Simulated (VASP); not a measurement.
# GaN (P-6m2) in VASP: notebook

The runs below take GaN through single point, relaxation of cell and atoms, with PBE, BLYP+D3(BJ), BLYP+D4.

Program: VASP 6.6.1. These are calculated values, not measurements. Logs are shortened: lines on timing, memory, paths and dates and some standing lists are left out, and cuts for length are marked.

## Step 1: The cell of the first run

It takes space group P-6m2 (No. 187, hexagonal). The conventional cell has a = 2.981 Å, b = 2.981 Å, c = 2.683 Å, α = 90.00°, β = 90.00°, γ = 120.00°. Within 3.0 Å of Ga (site symmetry -6m2) lie 6 N at 2.18 Å and 8 Ga at 2.68 to 2.98 Å. N (site symmetry -6m2) has 6 Ga at 2.18 Å and 8 N at 2.68 to 2.98 Å within 3.0 Å.

## Step 2: Single point, PBE

File INCAR:

```
SYSTEM = GaN
PREC = Accurate ; ENCUT = 520
EDIFF = 1E-6 ; ISMEAR = 0
SIGMA = 0.028999999999999998 ; LREAL = .False.
LASPH = .True. ; NELM = 80
ALGO = Normal ; ISIF = 2
LWAVE = .False. ; LCHARG = .False.
GGA = PE ; NBANDS = 16
```

File KPOINTS:

```
Automatic mesh
0
Gamma
  10 10 10
  0 0 0
```

File POSCAR:

```
GaN
1.0
    2.9806400000      0.0000000000      0.0000000000
   -1.4903200000      2.5813100000      0.0000000000
    0.0000000000      0.0000000000      2.6833700000
Ga N
1 1
Direct
    0.6666700000      0.3333300000      0.5000000000
    0.0000000000      0.0000000000      0.0000000000
```

Potentials or basis: VASP PAW PBE potentials, release 64 (Ga_d, N).

Launch:

```
cat potpaw_PBE.64/Ga_d/POTCAR potpaw_PBE.64/N/POTCAR > POTCAR
mpirun -np 1 vasp_std > vasp.out
```

OUTCAR:

```text
SYSTEM = GaN
   PREC = Accurate
   ENCUT = 520
   EDIFF = 1E-6
   ISMEAR = 0
   LREAL = .False.
   LASPH = .True.
   NELM = 80
   ISIF = 2
   GGA = PE

 ion  position               nearest neighbor table
   1  0.667  0.333  0.500-   2 2.18   2 2.18   2 2.18   2 2.18   2 2.18   2 2.18
   2  0.000  0.000  0.000-   1 2.18   1 2.18   1 2.18   1 2.18   1 2.18   1 2.18

  LATTYP: Found a hexagonal cell.
 ALAT       =     2.9806400000
 C/A-ratio  =     0.9002663857

  Lattice vectors:

 A1 = (   2.9806400000,   0.0000000000,   0.0000000000)
 A2 = (  -1.4903200000,   2.5813100000,   0.0000000000)
 A3 = (   0.0000000000,   0.0000000000,   2.6833700000)

Analysis of symmetry for initial positions (statically):
=====================================================================
 Subroutine PRICEL returns:
 Original cell was already a primitive cell.

 Routine SETGRP: Setting up the symmetry group for a
 hexagonal supercell.

 Subroutine GETGRP returns: Found  4 space group operations
 (whereof  4 operations were pure point group operations)
 out of a pool of 24 trial point group operations.

The static configuration has the point symmetry C_2v.

Analysis of symmetry for dynamics (positions and initial velocities):
=====================================================================
 Subroutine PRICEL returns:
 Original cell was already a primitive cell.

 Routine SETGRP: Setting up the symmetry group for a
 hexagonal supercell.

 Subroutine GETGRP returns: Found  4 space group operations
 (whereof  4 operations were pure point group operations)
 out of a pool of 24 trial point group operations.

The dynamic configuration has the point symmetry C_2v.

 Subroutine INISYM returns: Found  4 space group operations
 (whereof  4 operations are pure point group operations),
 and found     1 'primitive' translations

----------------------------------------------------------------------------------------

                                     Primitive cell

  volume of cell :      20.6457

  direct lattice vectors                    reciprocal lattice vectors
     2.980640000  0.000000000  0.000000000     0.335498416  0.193700098  0.000000000
    -1.490320000  2.581310000  0.000000000     0.000000000  0.387400196  0.000000000
     0.000000000  0.000000000  2.683370000     0.000000000  0.000000000  0.372665715

  length of vectors
     2.980640000  2.980640035  2.683370000     0.387400201  0.387400196  0.372665715

  position of ions in fractional coordinates (direct lattice)
     0.666670000  0.333330000  0.500000000
     0.000000000  0.000000000  0.000000000

  ion indices of the primitive-cell ions
   primitive index   ion index
                 1           1
                 2           2

----------------------------------------------------------------------------------------

 KPOINTS: Automatic mesh

Automatic generation of k-mesh.
 Grid dimensions read from file:
 generate k-points for:   10   10   10

 Generating k-lattice:

  Cartesian coordinates                     Fractional coordinates (reciprocal lattice)
     0.033549842  0.019370010  0.000000000     0.100000000  0.000000000  0.000000000
     0.000000000  0.038740020  0.000000000     0.000000000  0.100000000  0.000000000
     0.000000000  0.000000000  0.037266572     0.000000000  0.000000000  0.100000000

  Length of vectors
     0.038740020  0.038740020  0.037266572

  Shift w.r.t. Gamma in fractional coordinates (k-lattice)
     0.000000000  0.000000000  0.000000000

 Subroutine IBZKPT returns following result:
 ===========================================

 Found    186 irreducible k-points:

 Following reciprocal coordinates:
            Coordinates               Weight
  0.000000  0.000000  0.000000      1.000000
  0.100000 -0.000000  0.000000      4.000000
 -0.100000  0.100000  0.000000      2.000000
  0.200000 -0.000000  0.000000      4.000000
 -0.200000  0.200000  0.000000      2.000000
  0.300000 -0.000000  0.000000      4.000000
[... 16 lines left out ...]
  0.200000  0.200000  0.000000      2.000000
 -0.200000  0.400000  0.000000      4.000000
 [... further k-points ...]
   k-points           NKPTS =    186   k-points in BZ     NKDIM =    186   number of bands    NBANDS=     16
   number of dos      NEDOS =    301   number of ions     NIONS =      2
   total plane-waves  NPLWV =  11520
   dimension x,y,z NGX =    24 NGY =   24 NGZ =   20
   dimension x,y,z NGXF=    48 NGYF=   48 NGZF=   40
   ions per type =               1   1
   NGX,Y,Z   is equivalent  to a cutoff of  13.39, 13.39, 12.39 a.u.
   NGXF,Y,Z  is equivalent  to a cutoff of  26.77, 26.77, 24.78 a.u.
 SYSTEM =  GaN
   PREC   = accura    normal or accurate (medium, high low for compatibility)
   ISTART =      0    job   : 0-new  1-cont  2-samecut
   ICHARG =      2    charge: 1-file 2-atom 10-const
   ISPIN  =      1    spin polarized calculation?
   LNONCOLLINEAR =      F non collinear calculations
   LSORBIT =      F    spin-orbit coupling
   LASPH  =      T    aspherical Exc in radial PAW
   ENCUT  =  520.0 eV  38.22 Ry    6.18 a.u.   5.54  5.54  4.99*2*pi/ulx,y,z
   NELM   =     80;   NELMIN=  2; NELMDL= -5     # of ELM steps
   EDIFF  = 0.1E-05   stopping-criterion for ELM
   LREAL  =      F    real-space projection
   EDIFFG = 0.1E-04   stopping-criterion for IOM
   NSW    =      0    number of steps for IOM
   IBRION =     -1    ionic relax: 0-MD 1-quasi-New 2-CG
   NFREE  =      0    steps in history (QN), initial steepest desc. (CG)
   ISIF   =      2    stress and relaxation
   ISYM   =      2    0-nonsym 1-usesym 2-fastsym
   POTIM  = 0.5000    time-step for ionic-motion
   TEBEG  =    0.0;   TEEND  =   0.0 temperature during run
   PSTRESS=    0.0 pullay stress
   NELECT =      18.0000    total number of electrons
   NUPDOWN=      -1.0000    fix difference up-down
   EMIN   =  10.00;   EMAX   =-10.00  energy-range for DOS
   EFERMI =   0.00;   METHOD = LEGACY
   ISMEAR =     0;   SIGMA  =   0.03  broadening in eV -4-tet -1-fermi 0-gaus
   EFERMI_NEDOS =   21; number of points for ismear=-14 and -15
   IALGO  =     38    algorithm
   IMIX   =      4    mixing-type and parameters
     AMIX     =   0.40;   BMIX     =  1.00
     AMIX_MAG =   1.60;   BMIX_MAG =  1.00
  volume/ion in A,a.u.               =      10.32        69.66
  Fermi-wavevector in a.u.,A,eV,Ry     =   1.563948  2.955433 33.278934  2.445933
  Thomas-Fermi vector in A             =   2.666644
   LORBIT       =      0    0 simple, 1 ext, 2 COOP (PROOUT), +10 PAW based schemes
   GGA     = PE    functional components
   LHFCALC =     F    Hartree Fock is set to
   AEXX    =    0.0000 exact exchange contribution
   IVDW    =     0    specifies the selected vdW correction
   LEPSILON=     F    determine dielectric tensor
   LRPA    =     F    only Hartree local field effects (RPA)
 non-spin polarized calculation
 Gauss-broadening in eV      SIGMA  =   0.03
  energy-cutoff  :      520.00
  volume of cell :       20.65
 maximum number of plane-waves:       573
 NGX is ok and might be reduce to    24
   NGX = 11   NGY = 11   NGZ =  9

 number of electron      18.0000013 magnetization

 Free energy of the ion-electron system (eV)
  ---------------------------------------------------
  ext. energy  EPLUGINS =         0.00000000
  ---------------------------------------------------
  free energy    TOTEN  =       -10.27394789 eV

  energy without entropy =      -10.27387459  energy(sigma->0) =      -10.27391124

 E-fermi :   7.4975     XC(G=0): -12.5561

 val. band max:        7.4741566687   @ k =  -0.4000   0.4000   0.0000
 cond. band min:       7.6069572514   @ k =   0.3000   0.2000   0.0000
 fundamental gap:      0.1328005827
 Fermi energy:         7.4974845978

 k-point     1 :       0.0000    0.0000    0.0000
  band No.  band energies     occupation
      1      -9.6959      2.00000
      2      -7.5758      2.00000
      3      -7.4160      2.00000
      4      -7.4160      2.00000
      5      -7.0958      2.00000
      6      -7.0958      2.00000
[... 8 lines left out ...]
     15      23.0846      0.00000
     16      28.8312      0.00000

 k-point     2 :       0.1000   -0.0000    0.0000
  band No.  band energies     occupation
      1      -9.5482      2.00000
      2      -7.5682      2.00000
      3      -7.4045      2.00000
      4      -7.3919      2.00000
      5      -7.1107      2.00000
      6      -7.0981      2.00000
[... 8 lines left out ...]
     15      23.5156      0.00000
     16      28.6785      0.00000

 k-point     3 :      -0.1000    0.1000    0.0000
  band No.  band energies     occupation
      1      -9.5482      2.00000
      2      -7.5682      2.00000
      3      -7.4045      2.00000
      4      -7.3919      2.00000
      5      -7.1107      2.00000
      6      -7.0981      2.00000
[... 8 lines left out ...]
     15      23.5156      0.00000
     16      28.6792      0.00000

 k-point     4 :       0.2000   -0.0000    0.0000
  band No.  band energies     occupation
      1      -9.1481      2.00000
      2      -7.5599      2.00000
      3      -7.3276      2.00000
      4      -7.3274      2.00000
      5      -7.1493      2.00000
      6      -7.1043      2.00000
[... 8 lines left out ...]
     15      24.9744      0.00000
     16      28.8209      0.00000

 k-point     5 :      -0.2000    0.2000    0.0000
  band No.  band energies     occupation
      1      -9.1481      2.00000
      2      -7.5599      2.00000
      3      -7.3276      2.00000
      4      -7.3274      2.00000
      5      -7.1493      2.00000
      6      -7.1044      2.00000
[... 8 lines left out ...]
     15      24.9744      0.00000
     16      28.8209      0.00000

 k-point     6 :       0.3000   -0.0000    0.0000
  band No.  band energies     occupation
      1      -8.6634      2.00000
      2      -7.5554      2.00000
      3      -7.2460      2.00000
      4      -7.1958      2.00000
      5      -7.1120      2.00000
      6      -7.0733      2.00000
[... 8 lines left out ...]
     15      25.4757      0.00000
     16      29.5163      0.00000

 k-point     7 :      -0.3000    0.3000    0.0000
  band No.  band energies     occupation
      1      -8.6634      2.00000
      2      -7.5554      2.00000
      3      -7.2460      2.00000
      4      -7.1958      2.00000
      5      -7.1120      2.00000
      6      -7.0734      2.00000
[... 8 lines left out ...]
     15      25.4757      0.00000
     16      29.5164      0.00000

 k-point     8 :       0.4000   -0.0000    0.0000
  band No.  band energies     occupation
      1      -8.3593      2.00000
      2      -7.5433      2.00000
      3      -7.2327      2.00000
      4      -7.1782      2.00000
      5      -7.1182      2.00000
      6      -6.5724      2.00000
[... 8 lines left out ...]
     15      26.7179      0.00000
     16      30.0407      0.00000

 k-point     9 :      -0.4000    0.4000    0.0000
  band No.  band energies     occupation
      1      -8.3593      2.00000
      2      -7.5433      2.00000
      3      -7.2326      2.00000
      4      -7.1782      2.00000
      5      -7.1182      2.00000
      6      -6.5725      2.00000
[... 8 lines left out ...]
     15      26.7179      0.00000
     16      30.0408      0.00000
[... 172 lines left out ...]
 k-point    19 :      -0.4000    0.3000    0.0000
  band No.  band energies     occupation
      1      -8.4353      2.00000
      2      -7.5444      2.00000
      3      -7.2491      2.00000
      4      -7.2157      2.00000
      5      -7.1219      2.00000
      6      -6.7436      2.00000
[... 8 lines left out ...]
     15      25.8600      0.00000
     16      29.3426      0.00000

 k-point    20 :       0.4000    0.1000    0.0000
  band No.  band energies     occupation
      1      -8.2696      2.00000
      2      -7.5340      2.00000
      3      -7.2394      2.00000
      4      -7.1976      2.00000
      5      -7.1277      2.00000
      6      -6.2447      2.00000
[... 8 lines left out ...]
     15      27.0134      0.00000
     16      28.5142      0.00000

 k-point    21 :      -0.1000    0.5000    0.0000
  band No.  band energies     occupation
      1      -8.2696      2.00000
      2      -7.5340      2.00000
      3      -7.2394      2.00000
      4      -7.1976      2.00000
      5      -7.1277      2.00000
      6      -6.2447      2.00000
[... 8 lines left out ...]
     15      27.0134      0.00000
     16      28.5142      0.00000

 k-point    22 :       0.5000    0.4000    0.0000
  band No.  band energies     occupation
      1      -8.2696      2.00000
      2      -7.5340      2.00000
      3      -7.2394      2.00000
      4      -7.1976      2.00000
      5      -7.1277      2.00000
      6      -6.2447      2.00000
[... 8 lines left out ...]
     15      27.0134      0.00000
     16      28.5143      0.00000

 k-point    23 :       0.2000    0.2000    0.0000
  band No.  band energies     occupation
      1      -8.4663      2.00000
      2      -7.5401      2.00000
      3      -7.3069      2.00000
      4      -7.2051      2.00000
      5      -7.1276      2.00000
      6      -6.7775      2.00000
[... 8 lines left out ...]
     15      25.4612      0.00000
     16      28.7955      0.00000

 k-point    24 :      -0.2000    0.4000    0.0000
  band No.  band energies     occupation
      1      -8.4663      2.00000
      2      -7.5401      2.00000
      3      -7.3069      2.00000
      4      -7.2051      2.00000
      5      -7.1276      2.00000
      6      -6.7775      2.00000
[... 8 lines left out ...]
     15      25.4612      0.00000
     16      28.7956      0.00000

 [... further k-points ...]
[... 5 lines left out ...]
  --------------------------------------------------------------------------------------
  -------------------------------------------------------------------------------------
  Total        0.1176309      0.1176634      0.0305099      0.0000281      0.0000000      0.0000000
  in kB        9.1285504      9.1310728      2.3676663      0.0021842      0.0000000      0.0000000
  external PRESSURE =       6.8757631 kB  Pullay stress =       0.0000000 kB

 VOLUME and BASIS-vectors are now :
 -----------------------------------------------------------------------------
  energy-cutoff  :      520.00
  volume of cell :       20.65
      direct lattice vectors                 reciprocal lattice vectors
     2.980640000  0.000000000  0.000000000     0.335498416  0.193700098  0.000000000
    -1.490320000  2.581310000  0.000000000     0.000000000  0.387400196  0.000000000
     0.000000000  0.000000000  2.683370000     0.000000000  0.000000000  0.372665715

 POSITION                                       TOTAL-FORCE (eV/Angst)
 -----------------------------------------------------------------------------------
      1.49033      0.86043      1.34169        -0.000050      0.000029      0.000000
      0.00000      0.00000      0.00000         0.000050     -0.000029      0.000000
 -----------------------------------------------------------------------------------
    total drift:                                0.000001     -0.000001      0.000000

  FREE ENERGIE OF THE ION-ELECTRON SYSTEM (eV)
  ---------------------------------------------------
  free  energy   TOTEN  =       -10.2739478872 eV

  energy  without entropy=      -10.2738745890  energy(sigma->0) =      -10.27391124
```

Run time: 41 s. Hardware: 1 thread of Intel Xeon 8259CL, shared host; peak memory 0.18 GiB.

What came out:

- Free energy: -10.2739 eV
- Pressure: 0.7 GPa
- Band gap on the k mesh: zero (bands 9 and 10 overlap by 1.05 eV)

## Step 3: Single point, PBE

File INCAR:

```
PREC = Accurate
ENCUT = 520
EDIFF = 1E-7
ISMEAR = 0
SIGMA = 0.03
LREAL = False
LASPH = True
NELM = 60
ALGO = Normal
ISIF = 2
LWAVE = False
LCHARG = False
GGA = PE
NBANDS = 16
```

File KPOINTS:

```
regular mesh
0
Gamma
  10 10 10
```

POSCAR is that of step 2.

Potentials or basis: VASP PAW PBE potentials, release 64 (Ga_d, N).

Launch:

```
cat potpaw_PBE.64/Ga_d/POTCAR potpaw_PBE.64/N/POTCAR > POTCAR
mpirun -np 1 vasp_std > vasp.out
```

It took 53 s on 1 thread of Intel Xeon 8259CL, shared host; peak memory 0.18 GiB.

It converged, with:

```yaml
Free_energy: -10.2740 eV
Pressure: 0.7 GPa
Band_gap_on_the_k_mesh: zero (bands 9 and 10 overlap by 1.05 eV)
```

Stress tensor (GPa, compression positive):
```
0.90 0.00 0.00
0.00 0.90 0.00
0.00 0.00 0.22
```

Levels at points of the mesh, in eV from the Fermi level:
```
           k point  band 6  band 7  band 8  band 9  band 10  band 11  band 12  band 13
(0.00, 0.00, 0.00)  -14.59   -1.23   -0.95   -0.95    -0.27     9.61     9.61    10.82
(0.50, 0.00, 0.00)  -13.74   -8.60   -2.79    0.12     2.45     7.14    11.39    12.69
(0.50, 0.50, 0.00)  -13.74   -8.60   -2.79    0.12     2.45     7.14    11.39    12.69
(0.00, 0.00, 0.50)  -14.58   -9.26   -0.04   -0.04     5.32     5.84    12.46    12.46
(0.50, 0.00, 0.50)  -11.74   -6.07   -5.35   -1.18    -0.66     7.27     7.86     7.97
(0.50, 0.50, 0.50)  -11.74   -6.07   -5.35   -1.18    -0.66     7.27     7.86     7.97
```

## Step 4: Relaxation of cell and atoms, BLYP+D3(BJ)

File INCAR:

```
AGGAC    = 1.0          
AGGAX    = 1.0          
ALDAC    = 0.0          
ALDAX    = 1.0          
ALGO     = Normal         # electronic algorithm
EDIFF    = 1E-6           # SCF threshold, eV
EDIFFG   = -0.01          # ionic threshold
ENCUT    = 600            # plane-wave cutoff, eV
GGA      = B5             # functional
IBRION   = 2              # ionic algorithm
ISIF     = 3              # what is computed and relaxed
ISMEAR   = -1             # smearing method
IVDW     = 12             # dispersion correction
LASPH    = True           # aspherical terms in the spheres
LCHARG   = False          # write CHGCAR
LREAL    = False          # projectors in reciprocal space
LWAVE    = False          # write WAVECAR
NELM     = 100            # most SCF steps
NSW      = 60             # ionic steps
PREC     = Accurate       # precision mode
SIGMA    = 0.05           # smearing width, eV
VDW_A1   = 0.4298       
VDW_A2   = 4.2359       
VDW_S6   = 1.0          
VDW_S8   = 2.6996
```

File KPOINTS:

```
k-points
0
Gamma
  10 10 10
```

POSCAR is that of step 3.

Launch:

```
cat potpaw_PBE.64/Ga_d/POTCAR potpaw_PBE.64/N/POTCAR > POTCAR
mpirun -np 1 vasp_std > vasp.out
```

It took 4.2 min on 1 thread of Intel Xeon 8259CL, shared host; peak memory 0.21 GiB.

The run converged. Its results:

```
Free energy                           : -10.1630 eV
Relaxed volume                        : 10.23 Å³/atom
Relaxed cell                          : a = 2.971 Å, b = 2.971 Å, c = 2.676 Å, α = 90.00°, β = 90.00°, γ = 120.00°
Space group after relaxing (to 0.1 Å) : P-6m2 (No. 187)
Energy gained by relaxing             : 0.4 meV/atom
Ionic steps                           : 8
Pressure after relaxing               : -0.1 GPa
Band gap on the k mesh                : zero (bands 9 and 10 overlap by 1.01 eV)
Dispersion energy per atom            : -0.625 eV
```

Stress tensor (GPa, compression positive):
```
-0.09  0.00  0.00
 0.00 -0.09  0.00
 0.00  0.00  0.00
```

Step by step:
```
step  energy change (eV)  largest force (eV/Å)  pressure (GPa)  volume (Å³)
   1              0.0000                0.0001           -1.47        20.65
   2             -0.0005                0.0001            0.90        20.36
   3             -0.0008                0.0001           -0.36        20.47
   4             -0.0008                0.0001            0.27        20.45
   5             -0.0008                0.0001            0.04        20.46
   6             -0.0008                0.0001           -0.11        20.46
   7             -0.0008                0.0000            0.11        20.45
   8             -0.0008                0.0000           -0.06        20.46
```

Final structure:
```yaml
crystal:
  lattice:
    - [2.97116, 0.00000, 0.00000]
    - [-1.48558, 2.57310, 0.00000]
    - [0.00000, 0.00000, 2.67558]
  atoms:
    - { symbol: Ga, position: [0.66667, 0.33333, 0.50000] }
    - { symbol: N, position: [0.00000, 0.00000, 0.00000] }
```

Levels at points of the mesh, in eV from the Fermi level:
| k point | band 7 | band 8 | band 9 | band 10 | band 11 | band 12 |
| --- | --- | --- | --- | --- | --- | --- |
| (0.00, 0.00, 0.00) | -1.24 | -0.96 | -0.96 | -0.15 | 9.72 | 9.72 |
| (0.50, 0.00, 0.00) | -8.55 | -2.78 | 0.11 | 2.63 | 7.19 | 11.83 |
| (0.50, 0.50, 0.00) | -8.55 | -2.78 | 0.11 | 2.63 | 7.19 | 11.83 |
| (0.00, 0.00, 0.50) | -9.23 | -0.06 | -0.06 | 5.60 | 5.87 | 12.47 |
| (0.50, 0.00, 0.50) | -6.00 | -5.27 | -1.15 | -0.65 | 7.53 | 7.97 |
| (0.50, 0.50, 0.50) | -6.00 | -5.27 | -1.15 | -0.65 | 7.53 | 7.97 |

Caveat: the PAW data sets were made with another functional, which shifts forces and pressure a little.

(Part 1 of 2 ends here.)
